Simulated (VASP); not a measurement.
Set up this calculation in VASP 6.6.1, as the native input.

- Task: single point
- Functional: PBE
- Potentials or basis: VASP PAW PBE potentials, release 64 (Mo_sv, S)
- Cutoff: 520 eV
- k mesh: 6 × 6 × 6
- Occupations: fermi-dirac, width 0.03 eV
- Spin: no spin polarisation
- Dipole correction: no
- Further INCAR settings: ALGO = Normal; EDIFF = 1e-06; NBANDS = 20

The structure of MoS2 lies in POSCAR:

```
MoS2
1.0
    1.5800000000      0.9122134253      6.1500000000
   -1.5800000000      0.9122134253      6.1500000000
    0.0000000000     -1.8244268506      6.1500000000
Mo S
1 2
Direct
    0.0000000000      0.0000000000      0.0000000000
    0.4170000000      0.4170000000      0.4170000000
    0.2500000000      0.2500000000      0.2500000000
```

These files were run (other wordings do the same):

INCAR

```
SYSTEM = MoS2
PREC = Accurate ; ENCUT = 520
EDIFF = 1E-6 ; ISMEAR = -1
SIGMA = 0.03 ; LREAL = .FALSE.
LASPH = .TRUE. ; NELM = 60
ALGO = Normal ; ISIF = 2
LWAVE = .FALSE. ; LCHARG = .FALSE.
GGA = PE ; NBANDS = 20
```

KPOINTS

```
regular mesh
0
G
  6 6 6
  0 0 0
```

Potentials or basis: VASP PAW PBE potentials, release 64 (Mo_sv, S).

Command:

```sh
$ cat potpaw_PBE.64/Mo_sv/POTCAR potpaw_PBE.64/S/POTCAR > POTCAR
$ mpirun -np 1 vasp_std > vasp.out
```

It gave:

The pressure is 5.2 GPa and the largest force is 0.512 eV/Å. The band gap on the k mesh is 0.94 eV, indirect (least direct gap 1.71 eV).

It took 83 s on 1 thread of Intel Xeon 6975P-C (shared host), peak memory 0.31 GiB.
